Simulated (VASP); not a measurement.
Runs of VASP 6.6.1 on CaB15N15 (a cell with a defect) (Ca_B-V_N). The cell holds a defect, 31 atoms: a = 6.277 Å, b = 6.277 Å, c = 6.277 Å, α = 109.47°, β = 109.47°, γ = 109.47°. 

```csv
level,k mesh,smearing,grid for exact exchange (PRECFOCK),screening parameter,gap on the mesh (eV),pressure (GPa),largest force (eV/Å)
PBE,"1 × 1 × 1, shifted",fermi-dirac 0.01 eV,-,-,3.16,21.3,0.10
PBE,"1 × 1 × 1, shifted",gaussian 0.01 eV,-,-,3.16,21.3,0.10
PBE,"2 × 2 × 2, shifted",fermi-dirac 0.01 eV,-,-,2.47,21.2,0.30
HSE06,"1 × 1 × 1, shifted",fermi-dirac 0.01 eV,Fast,0.2079 1/Å,(b),(a),0.20
```

Alike in all rows: task single point; potentials or basis VASP PAW PBE potentials, release 64 (B, Ca_sv, N); no spin polarisation; cell as given; cutoff (eV) 520.

Problem. Fill in the values left out.

Solution. (a) 12.9; (b) 4.23.

Caveats: all runs use coarse meshes; the PAW data sets were made with another functional, which shifts forces and pressure a little (some runs).

A k mesh can miss the band edges.
